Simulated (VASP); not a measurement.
# Au in VASP: further runs

The runs below take Au through single point, with PBE.

Program: VASP 6.6.1. These are calculated values, not measurements. Logs are shortened: lines on timing, memory, paths and dates and some standing lists are left out, and cuts for length are marked.

### 1 The cell of the first run

The cell holds a slab with vacuum, 4 atoms: a = 2.940 Å, b = 2.940 Å, c = 22.237 Å, α = 90.00°, β = 90.00°, γ = 90.00°.

### 2 Single point, PBE

INCAR reads:

```
PREC = Accurate ; ENCUT = 520
EDIFF = 1E-6 ; ISMEAR = -1
SIGMA = 0.05 ; LREAL = F
LASPH = T ; NELM = 100
ALGO = Normal ; ISIF = 2
LWAVE = F ; LCHARG = F
LDIPOL = T ; IDIPOL = 3
DIPOL = 0.5 0.5 0.500 ; GGA = PE
NBANDS = 30
```

KPOINTS reads:

```
Automatic mesh
0
Gamma
  12 12 1
```

POSCAR reads:

```
Au
1.0
    2.9400990585      0.0000000000      0.0000000000
    0.0000000000      2.9400990585      0.0000000000
    0.0000000000      0.0000000000     22.2369000000
Au
4
Direct
    0.2500000000      0.2500000000      0.3597625581
    0.7500000000      0.7500000000      0.4532541856
    0.2500000000      0.2500000000      0.5467458138
    0.7500000000      0.7500000000      0.6402374419
```

Potentials or basis: VASP PAW PBE potentials, release 64 (Au).

Started as:

```sh
> cat potpaw_PBE.64/Au/POTCAR > POTCAR
> mpirun -np 1 vasp_std > vasp.out
```

OUTCAR:

```text
PREC = Accurate
   ENCUT = 520
   EDIFF = 1E-6
   ISMEAR = -1
   LREAL = F
   LASPH = T
   NELM = 100
   ISIF = 2
   GGA = PE

 ion  position               nearest neighbor table
   1  0.250  0.250  0.360-   2 2.94   2 2.94   2 2.94   2 2.94
   2  0.750  0.750  0.453-   1 2.94   1 2.94   1 2.94   1 2.94   3 2.94   3 2.94   3 2.94   3 2.94

   3  0.250  0.250  0.547-   4 2.94   4 2.94   4 2.94   4 2.94   2 2.94   2 2.94   2 2.94   2 2.94

   4  0.750  0.750  0.640-   3 2.94   3 2.94   3 2.94   3 2.94

  LATTYP: Found a simple tetragonal cell.
 ALAT       =     2.9400990585
 C/A-ratio  =     7.5633165950

  Lattice vectors:

 A1 = (   2.9400990585,   0.0000000000,   0.0000000000)
 A2 = (   0.0000000000,   2.9400990585,   0.0000000000)
 A3 = (   0.0000000000,   0.0000000000,  22.2369000000)

Analysis of symmetry for initial positions (statically):
=====================================================================
 Subroutine PRICEL returns:
 Original cell was already a primitive cell.

 Routine SETGRP: Setting up the symmetry group for a
 simple tetragonal supercell.

 Subroutine GETGRP returns: Found 16 space group operations
 (whereof  4 operations were pure point group operations)
 out of a pool of 16 trial point group operations.

The static configuration has the point symmetry C_2h.
 The point group associated with its full space group is D_4h.

Analysis of symmetry for dynamics (positions and initial velocities):
=====================================================================
 Subroutine PRICEL returns:
 Original cell was already a primitive cell.

 Routine SETGRP: Setting up the symmetry group for a
 simple tetragonal supercell.

 Subroutine GETGRP returns: Found 16 space group operations
 (whereof  4 operations were pure point group operations)
 out of a pool of 16 trial point group operations.

The dynamic configuration has the point symmetry C_2h.
 The point group associated with its full space group is D_4h.

 Subroutine INISYM returns: Found 16 space group operations
 (whereof  4 operations are pure point group operations),
 and found     1 'primitive' translations

----------------------------------------------------------------------------------------

                                     Primitive cell

  volume of cell :     192.2198

  direct lattice vectors                    reciprocal lattice vectors
     2.940099058  0.000000000  0.000000000     0.340124594  0.000000000  0.000000000
     0.000000000  2.940099058  0.000000000     0.000000000  0.340124594  0.000000000
     0.000000000  0.000000000 22.236900000     0.000000000  0.000000000  0.044970297

  length of vectors
     2.940099058  2.940099058 22.236900000     0.340124594  0.340124594  0.044970297

  position of ions in fractional coordinates (direct lattice)
     0.250000000  0.250000000  0.359762558
     0.750000000  0.750000000  0.453254186
     0.250000000  0.250000000  0.546745814
     0.750000000  0.750000000  0.640237442

  ion indices of the primitive-cell ions
   primitive index   ion index
                 1           1
                 2           2
                 3           3
                 4           4

----------------------------------------------------------------------------------------

 KPOINTS: Automatic mesh

Automatic generation of k-mesh.
 Grid dimensions read from file:
 generate k-points for:   12   12    1

 Generating k-lattice:

  Cartesian coordinates                     Fractional coordinates (reciprocal lattice)
     0.028343716  0.000000000  0.000000000     0.083333333  0.000000000  0.000000000
     0.000000000  0.028343716  0.000000000     0.000000000  0.083333333  0.000000000
     0.000000000  0.000000000  0.044970297     0.000000000  0.000000000  1.000000000

  Length of vectors
     0.028343716  0.028343716  0.044970297

  Shift w.r.t. Gamma in fractional coordinates (k-lattice)
     0.000000000  0.000000000  0.000000000

 Subroutine IBZKPT returns following result:
 ===========================================

 Found     28 irreducible k-points:

 Following reciprocal coordinates:
            Coordinates               Weight
  0.000000  0.000000  0.000000      1.000000
  0.083333  0.000000  0.000000      4.000000
  0.166667  0.000000  0.000000      4.000000
  0.250000  0.000000  0.000000      4.000000
  0.333333  0.000000  0.000000      4.000000
  0.416667  0.000000  0.000000      4.000000
[... 16 lines left out ...]
  0.333333  0.333333  0.000000      4.000000
  0.416667  0.333333  0.000000      8.000000
 [... further k-points ...]
   k-points           NKPTS =     28   k-points in BZ     NKDIM =     28   number of bands    NBANDS=     30
   number of dos      NEDOS =    301   number of ions     NIONS =      4
   total plane-waves  NPLWV =  96768
   dimension x,y,z NGX =    24 NGY =   24 NGZ =  168
   dimension x,y,z NGXF=    48 NGYF=   48 NGZF=  336
   ions per type =               4
   NGX,Y,Z   is equivalent  to a cutoff of  13.57, 13.57, 12.56 a.u.
   NGXF,Y,Z  is equivalent  to a cutoff of  27.14, 27.14, 25.12 a.u.
 SYSTEM =  unknown system
   PREC   = accura    normal or accurate (medium, high low for compatibility)
   ISTART =      0    job   : 0-new  1-cont  2-samecut
   ICHARG =      2    charge: 1-file 2-atom 10-const
   ISPIN  =      1    spin polarized calculation?
   LNONCOLLINEAR =      F non collinear calculations
   LSORBIT =      F    spin-orbit coupling
   LASPH  =      T    aspherical Exc in radial PAW
   ENCUT  =  520.0 eV  38.22 Ry    6.18 a.u.   5.47  5.47 41.35*2*pi/ulx,y,z
   NELM   =    100;   NELMIN=  2; NELMDL= -5     # of ELM steps
   EDIFF  = 0.1E-05   stopping-criterion for ELM
   LREAL  =      F    real-space projection
[... 7 lines left out ...]
   TEBEG  =    0.0;   TEEND  =   0.0 temperature during run
   PSTRESS=    0.0 pullay stress
   NELECT =      44.0000    total number of electrons
   NUPDOWN=      -1.0000    fix difference up-down
   EMIN   =  10.00;   EMAX   =-10.00  energy-range for DOS
   EFERMI =   0.00;   METHOD = LEGACY
   ISMEAR =    -1;   SIGMA  =   0.05  broadening in eV -4-tet -1-fermi 0-gaus
   EFERMI_NEDOS =   21; number of points for ismear=-14 and -15
   IALGO  =     38    algorithm
   IMIX   =      4    mixing-type and parameters
     AMIX     =   0.40;   BMIX     =  1.00
     AMIX_MAG =   1.60;   BMIX_MAG =  1.00
  volume/ion in A,a.u.               =      48.05       324.29
  Fermi-wavevector in a.u.,A,eV,Ry     =   1.001443  1.892453 13.645127  1.002889
  Thomas-Fermi vector in A             =   2.133866
   LORBIT       =      0    0 simple, 1 ext, 2 COOP (PROOUT), +10 PAW based schemes
   GGA     = PE    functional components
   LHFCALC =     F    Hartree Fock is set to
   AEXX    =    0.0000 exact exchange contribution
   IVDW    =     0    specifies the selected vdW correction
   LEPSILON=     F    determine dielectric tensor
   LRPA    =     F    only Hartree local field effects (RPA)
 non-spin polarized calculation
  energy-cutoff  :      520.00
  volume of cell :      192.22
 maximum number of plane-waves:      5235
 NGX is ok and might be reduce to    24
   NGX = 11   NGY = 11   NGZ = 83

 number of electron      43.9999993 magnetization

 dipolmoment           0.000000      0.000000      0.000000 electrons x Angstroem

 Free energy of the ion-electron system (eV)
  ---------------------------------------------------
  ext. energy  EPLUGINS =         0.00000000
  ---------------------------------------------------
  free energy    TOTEN  =       -11.93561143 eV

  energy without entropy =      -11.92656452  energy(sigma->0) =      -11.93108798

 E-fermi :  -0.0001     XC(G=0):  -5.3952

 val. band max:       -0.0292322005   @ k =   0.5000   0.0833   0.0000
 cond. band min:       0.1019850694   @ k =   0.2500   0.2500   0.0000
 fundamental gap:      0.1312172699
 Fermi energy:        -0.0001419489

 k-point     1 :       0.0000    0.0000    0.0000
  band No.  band energies     occupation
      1      -8.6639      2.00000
      2      -7.1706      2.00000
      3      -6.1884      2.00000
      4      -6.0155      2.00000
      5      -5.9073      2.00000
      6      -5.3915      2.00000
[... 22 lines left out ...]
     29       6.9047      0.00000
     30       9.0170      0.00000

 k-point     2 :       0.0833    0.0000    0.0000
  band No.  band energies     occupation
      1      -8.5173      2.00000
      2      -7.0480      2.00000
      3      -6.0946      2.00000
      4      -5.9292      2.00000
      5      -5.8001      2.00000
      6      -5.3199      2.00000
[... 22 lines left out ...]
     29       6.9503      0.00000
     30       8.9229      0.00000

 k-point     3 :       0.1667    0.0000    0.0000
  band No.  band energies     occupation
      1      -8.1014      2.00000
      2      -6.7524      2.00000
      3      -5.9104      2.00000
      4      -5.6524      2.00000
      5      -5.6095      2.00000
      6      -4.9798      2.00000
[... 22 lines left out ...]
     29       6.8039      0.00000
     30       8.0218      0.00000

 k-point     4 :       0.2500    0.0000    0.0000
  band No.  band energies     occupation
      1      -7.4981      2.00000
      2      -6.4911      2.00000
      3      -5.6910      2.00000
      4      -5.6371      2.00000
      5      -5.1211      2.00000
      6      -4.4415      2.00000
[... 22 lines left out ...]
     29       6.8243      0.00000
     30       7.5772      0.00000

 k-point     5 :       0.3333    0.0000    0.0000
  band No.  band energies     occupation
      1      -6.8827      2.00000
      2      -6.3967      2.00000
      3      -5.6658      2.00000
      4      -5.4898      2.00000
      5      -4.7252      2.00000
      6      -4.3850      2.00000
[... 22 lines left out ...]
     29       6.8083      0.00000
     30       7.0430      0.00000
[... 526 lines left out ...]
     29       8.1178      0.00000
     30       8.3851      0.00000

 k-point    22 :       0.5000    0.2500    0.0000
  band No.  band energies     occupation
      1      -5.7682      2.00000
      2      -5.7682      2.00000
      3      -5.5583      2.00000
      4      -5.5583      2.00000
      5      -4.8869      2.00000
      6      -4.8869      2.00000
[... 22 lines left out ...]
     29       8.8280      0.00000
     30       8.8280      0.00000

 k-point    23 :       0.3333    0.3333    0.0000
  band No.  band energies     occupation
      1      -5.9003      2.00000
      2      -5.5622      2.00000
      3      -5.5155      2.00000
      4      -5.5045      2.00000
      5      -5.0801      2.00000
      6      -4.7109      2.00000
[... 22 lines left out ...]
     29       7.4546      0.00000
     30       8.4092      0.00000

 k-point    24 :       0.4167    0.3333    0.0000
  band No.  band energies     occupation
      1      -5.9015      2.00000
      2      -5.7612      2.00000
      3      -5.6722      2.00000
      4      -5.6668      2.00000
      5      -5.0088      2.00000
      6      -4.8362      2.00000
[... 22 lines left out ...]
     29       7.8531      0.00000
     30       8.3814      0.00000

 [... further k-points ...]

------------------------ aborting loop because EDIFF is reached ----------------------------------------

 vacuum level on the upper side and lower side of the slab       (xc-potential included)        -0.008        -0.008

  FORCE on cell =-STRESS in cart. coord.  units (eV):
  Direction    XX          YY          ZZ          XY          YZ          ZX
  --------------------------------------------------------------------------------------
  -------------------------------------------------------------------------------------
  Total       -2.7093774     -2.7093774     -0.5937837     -0.0000000      0.0000000      0.0000000
  in kB      -22.5830144    -22.5830144     -4.9492646     -0.0000000      0.0000000      0.0000000
  external PRESSURE =     -16.7050978 kB  Pullay stress =       0.0000000 kB

 VOLUME and BASIS-vectors are now :
 -----------------------------------------------------------------------------
  energy-cutoff  :      520.00
  volume of cell :      192.22
      direct lattice vectors                 reciprocal lattice vectors
     2.940099058  0.000000000  0.000000000     0.340124594  0.000000000  0.000000000
     0.000000000  2.940099058  0.000000000     0.000000000  0.340124594  0.000000000
     0.000000000  0.000000000 22.236900000     0.000000000  0.000000000  0.044970297

 POSITION                                       TOTAL-FORCE (eV/Angst)
 -----------------------------------------------------------------------------------
      0.73502      0.73502      8.00000         0.000000      0.000000      0.115292
      2.20507      2.20507     10.07897        -0.000000      0.000000     -0.085960
      0.73502      0.73502     12.15793        -0.000000     -0.000000      0.085960
      2.20507      2.20507     14.23690         0.000000      0.000000     -0.115292
 -----------------------------------------------------------------------------------
    total drift:                                0.000000      0.000000      0.000014

  FREE ENERGIE OF THE ION-ELECTRON SYSTEM (eV)
  ---------------------------------------------------
  free  energy   TOTEN  =       -11.9356114336 eV

  energy  without entropy=      -11.9265645199  energy(sigma->0) =      -11.93108798

 vacuum level on the upper side and lower side of the slab         5.072         5.072
```

It took 2.9 min on 1 thread of Intel Xeon Platinum 8488C (Sapphire Rapids), shared host; peak memory 0.36 GiB.

Results:

```
Free energy            : -11.9356 eV
Largest force          : 0.115 eV/Å
Band gap on the k mesh : zero (bands 22 and 23 overlap by 4.02 eV)
```

Forces on the atoms (eV/Å):
```
Au   0.000  0.000  0.115
Au   0.000  0.000 -0.086
Au   0.000  0.000  0.086
Au   0.000  0.000 -0.115
```

Caveat: spin-orbit coupling is left out, which moves the levels of the heavy elements.

(Continued in part 2 of 2.)
